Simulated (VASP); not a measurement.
# Cs (P6/mmm) in VASP: a series of runs, part 2 of 2

VASP 6.6.1.

## 3. Single point, r2SCAN

This run uses another cell than the first one, of 124.11 Å³/atom.

The input, POSCAR:

```
Cs
1.0
    8.9603535359      0.0000000000      0.0000000000
   -4.4801767680      7.7598937890      0.0000000000
    0.0000000000      0.0000000000      5.3548227239
Cs
3
Direct
    1.0000000000      1.0000000000      0.0000000000
    0.3333333333      0.6666666667      0.5000000000
    0.6666666667      0.3333333333      0.5000000000
```

The input, INCAR.step1:

```
  PREC = Accurate
  ENCUT = 520
  ISMEAR = -1
  SIGMA = 0.1
  LREAL = False
  LASPH = True
  NELM = 80
  NBANDS = 20
  GGA = PE
  ALGO = Normal
  EDIFF = 1E-4
  LWAVE = True
  LCHARG = False
```

The input, INCAR.step2:

```
  PREC = Accurate
  ENCUT = 520
  EDIFF = 1E-6
  ISMEAR = -1
  SIGMA = 0.1
  LREAL = False
  LASPH = True
  NELM = 80
  ALGO = Normal
  ISIF = 2
  LWAVE = False
  LCHARG = False
  METAGGA = R2SCAN
  LMIXTAU = True
  NBANDS = 20
  ISTART = 1
```

The input, KPOINTS:

```
regular mesh
0
Gamma
  5 5 6
```

Potentials or basis: VASP PAW PBE potentials, release 64 (Cs_sv).

The run is started by

```sh
$ cat potpaw_PBE.64/Cs_sv/POTCAR > POTCAR
$ cp INCAR.step1 INCAR
$ mpirun -np 1 vasp_std > vasp.out
$ cp INCAR.step2 INCAR
$ mpirun -np 1 vasp_std > vasp.out
```

OUTCAR:

```text
PREC = Accurate
   ENCUT = 520
   EDIFF = 1E-6
   ISMEAR = -1
   LREAL = False
   LASPH = True
   NELM = 80
   ISIF = 2
   METAGGA = R2SCAN
   ISTART = 1

 ion  position               nearest neighbor table
   1  0.000  0.000  0.000-
   2  0.333  0.667  0.500-
   3  0.667  0.333  0.500-

  LATTYP: Found a hexagonal cell.
 ALAT       =     8.9603535359
 C/A-ratio  =     0.5976128846

  Lattice vectors:

 A1 = (   8.9603535359,   0.0000000000,   0.0000000000)
 A2 = (  -4.4801767680,   7.7598937890,   0.0000000000)
 A3 = (   0.0000000000,   0.0000000000,   5.3548227239)

Analysis of symmetry for initial positions (statically):
=====================================================================
 Subroutine PRICEL returns:
 Original cell was already a primitive cell.

 Routine SETGRP: Setting up the symmetry group for a
 hexagonal supercell.

[... 157 lines left out ...]
  ext. energy  EPLUGINS =         0.00000000
  ---------------------------------------------------
  free energy    TOTEN  =       -75.08590660 eV

  energy without entropy =      -74.96471947  energy(sigma->0) =      -75.02531304

 E-fermi :   0.3578     XC(G=0):  -5.4407

 val. band max:        0.3326962670   @ k =   0.0000   0.0000   0.5000
 cond. band min:       0.3586958911   @ k =   0.2000   0.2000   0.1667
 fundamental gap:      0.0259996240
 Fermi energy:         0.3577557515

 k-point     1 :       0.0000    0.0000    0.0000
  band No.  band energies     occupation
      1     -24.5309      2.00000
      2     -24.5241      2.00000
      3     -24.4089      2.00000
      4     -10.9989      2.00000
      5     -10.9989      2.00000
      6     -10.9285      2.00000
[... 449 lines left out ...]
     19       2.2031      0.00000
     20       2.4349      0.00000

------------------------ aborting loop because EDIFF is reached ----------------------------------------

  FORCE on cell =-STRESS in cart. coord.  units (eV):
  Direction    XX          YY          ZZ          XY          YZ          ZX
  --------------------------------------------------------------------------------------
  -------------------------------------------------------------------------------------
  Total        0.0089235      0.0089235     -0.0543983     -0.0000000      0.0000000      0.0000000
  in kB        0.0383989      0.0383989     -0.2340829     -0.0000000      0.0000000      0.0000000
  external PRESSURE =      -0.0524284 kB  Pullay stress =       0.0000000 kB

 VOLUME and BASIS-vectors are now :
 -----------------------------------------------------------------------------
  energy-cutoff  :      520.00
  volume of cell :      372.33
      direct lattice vectors                 reciprocal lattice vectors
     8.960353536  0.000000000  0.000000000     0.111602739  0.064433872  0.000000000
    -4.480176768  7.759893789  0.000000000     0.000000000  0.128867743  0.000000000
     0.000000000  0.000000000  5.354822724     0.000000000  0.000000000  0.186747545

 POSITION                                       TOTAL-FORCE (eV/Angst)
 -----------------------------------------------------------------------------------
      0.00000      0.00000      0.00000         0.000000      0.000000      0.000000
     -0.00000      5.17326      2.67741        -0.000000     -0.000000      0.000000
      4.48018      2.58663      2.67741         0.000000      0.000000     -0.000000
 -----------------------------------------------------------------------------------
    total drift:                                0.000000     -0.000000     -0.000000

  FREE ENERGIE OF THE ION-ELECTRON SYSTEM (eV)
  ---------------------------------------------------
  free  energy   TOTEN  =       -75.0859066038 eV

  energy  without entropy=      -74.9647194706  energy(sigma->0) =      -75.02531304
```

OUTCAR.step1:

```text
PREC = Accurate
   ENCUT = 520
   ISMEAR = -1
   LREAL = False
   LASPH = True
   NELM = 80
[... 677 lines left out ...]
      0.00000      0.00000      0.00000        -0.000000      0.000000      0.000000
     -0.00000      5.17326      2.67741         0.000000      0.000000     -0.000000
      4.48018      2.58663      2.67741        -0.000000      0.000000      0.000000
 -----------------------------------------------------------------------------------
    total drift:                                0.000000     -0.000000     -0.000000

  FREE ENERGIE OF THE ION-ELECTRON SYSTEM (eV)
  ---------------------------------------------------
  free  energy   TOTEN  =        -2.5815239228 eV

  energy  without entropy=       -2.4532221725  energy(sigma->0) =       -2.51737305
```

Run time: 9.6 min. Hardware: 1 thread of Intel Xeon Platinum 8488C (Sapphire Rapids), shared host; peak memory 0.52 GiB.

Results:

| Property | Result |
| --- | --- |
| Free energy | -75.0859 eV |
| Pressure | 0.0 GPa |
| Band gap on the k mesh | zero (an odd number of electrons rules out a gap without spin polarisation) |

Caveat: the PAW data sets were made with another functional, which shifts forces and pressure a little; spin-orbit coupling is left out, which moves the levels of the heavy elements.

## 4. Single point, r2SCAN (124.11 Å³/atom)

This run uses another cell than the first one, of 124.11 Å³/atom.

POSCAR is that of step 3.

The input, INCAR.step1:

```
PREC     = Accurate       # precision mode
ENCUT    = 520            # plane-wave cutoff, eV
ISMEAR   = -1             # smearing method
SIGMA    = 0.1            # smearing width, eV
LREAL    = False          # projectors in reciprocal space
LASPH    = True           # aspherical terms in the spheres
NELM     = 100            # most SCF steps
NBANDS   = 20             # bands
GGA      = PE             # functional
ALGO     = Normal         # electronic algorithm
EDIFF    = 1E-4           # SCF threshold, eV
LWAVE    = True           # write WAVECAR
LCHARG   = False          # write CHGCAR
```

The input, INCAR.step2:

```
PREC     = Accurate       # precision mode
ENCUT    = 520            # plane-wave cutoff, eV
EDIFF    = 1E-6           # SCF threshold, eV
ISMEAR   = -1             # smearing method
SIGMA    = 0.1            # smearing width, eV
LREAL    = False          # projectors in reciprocal space
LASPH    = True           # aspherical terms in the spheres
NELM     = 100            # most SCF steps
ALGO     = Normal         # electronic algorithm
ISIF     = 2              # what is computed and relaxed
LWAVE    = False          # write WAVECAR
LCHARG   = True           # write CHGCAR
METAGGA  = R2SCAN         # meta-GGA
LMIXTAU  = True         
LELF     = True           # ELF
LVHAR    = True         
NBANDS   = 20             # bands
ISTART   = 1
```

The input, KPOINTS:

```
regular mesh
0
Gamma
  5 5 7
```

The run is started by

```sh
$ cat potpaw_PBE.64/Cs_sv/POTCAR > POTCAR
$ cp INCAR.step1 INCAR
$ mpirun -np 1 vasp_std > vasp.out
$ cp INCAR.step2 INCAR
$ mpirun -np 1 vasp_std > vasp.out
```

Wall time 12 min (1 thread of Intel Xeon Platinum 8488C (Sapphire Rapids), shared host); peak memory 0.52 GiB.

Results (log left out):

```
Free energy            : -75.0925 eV
Pressure               : 0.0 GPa
Band gap on the k mesh : zero (an odd number of electrons rules out a gap without spin polarisation)
```

Levels at points of the mesh, in eV from the Fermi level:
```
           k point  band 10  band 11  band 12  band 13  band 14  band 15  band 16  band 17
(0.00, 0.00, 0.00)   -11.18   -11.18   -11.15    -1.70     0.82     0.82     0.85     0.86
```

Caveat: the PAW data sets were made with another functional, which shifts forces and pressure a little; spin-orbit coupling is left out, which moves the levels of the heavy elements.

## 5. Overview

| cell | k mesh | gap on the mesh (eV) | pressure (GPa) |
| --- | --- | --- | --- |
| a = 8.839, b = 8.839, c = 5.282 Å, angles 90.0, 90.0, 120.0°, 3 atoms | 5 × 5 × 7 | none | 0.1 |
| a = 8.960, b = 8.960, c = 5.355 Å, angles 90.0, 90.0, 120.0°, 3 atoms | 5 × 5 × 6 | none | 0.0 |
| a = 8.960, b = 8.960, c = 5.355 Å, angles 90.0, 90.0, 120.0°, 3 atoms | 5 × 5 × 7 | none | 0.0 |

Alike in all rows: task single point; level r2SCAN; potentials or basis VASP PAW PBE potentials, release 64 (Cs_sv); no spin polarisation; cutoff (eV) 520; smearing fermi-dirac 0.1 eV.

Caveats: the PAW data sets were made with another functional, which shifts forces and pressure a little; spin-orbit coupling is left out, which moves the levels of the heavy elements.

Absolute energies hang on the potentials; compare differences alone.

The gap in the log of VASP goes by the Fermi energy; the results here count the filled bands.